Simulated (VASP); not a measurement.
A run of VASP 6.6.1:

The input INCAR:

```
SYSTEM = SnS2
PREC = Accurate
ENCUT = 500
EDIFF = 1E-7
ISMEAR = 0
SIGMA = 0.01
LREAL = .FALSE.
LASPH = .TRUE.
NELM = 120
ALGO = Normal
ISIF = 3
LWAVE = .FALSE.
LCHARG = .FALSE.
GGA = PE
IBRION = 2
NSW = 80
EDIFFG = -0.05
GGA_COMPAT = .FALSE.
NELMIN = 4
```

File KPOINTS:

```
regular mesh
0
G
  6 6 4
  0 0 0
```

Contents of POSCAR:

```
SnS2
1.0
    3.6390000000      0.0000000000      0.0000000000
   -1.8195000000      3.1514664400      0.0000000000
    0.0000000000      0.0000000000      5.8680000000
Sn S
1 2
Direct
    0.0000000000      0.0000000000      0.0000000000
    0.3333333339      0.6666666677      0.2500000000
    0.6666666661      0.3333333323      0.7500000000
```

Potentials or basis: VASP PAW PBE potentials, release 64 (Sn_d, S).

The run is started by

```console
$ cat potpaw_PBE.64/Sn_d/POTCAR potpaw_PBE.64/S/POTCAR > POTCAR
$ mpirun -np 1 vasp_std > vasp.out
```

Hardware: 1 thread of Intel(R) Xeon(R) Platinum 8559C (Emerald Rapids), on a shared host.

Estimate the wall time of this run.

Wall time 2.4 min on 1 thread of Intel(R) Xeon(R) Platinum 8559C (Emerald Rapids), with other jobs on the host, peak memory 0.2 GiB. Counts: scf iterations 125, k points 24, ion steps 13.
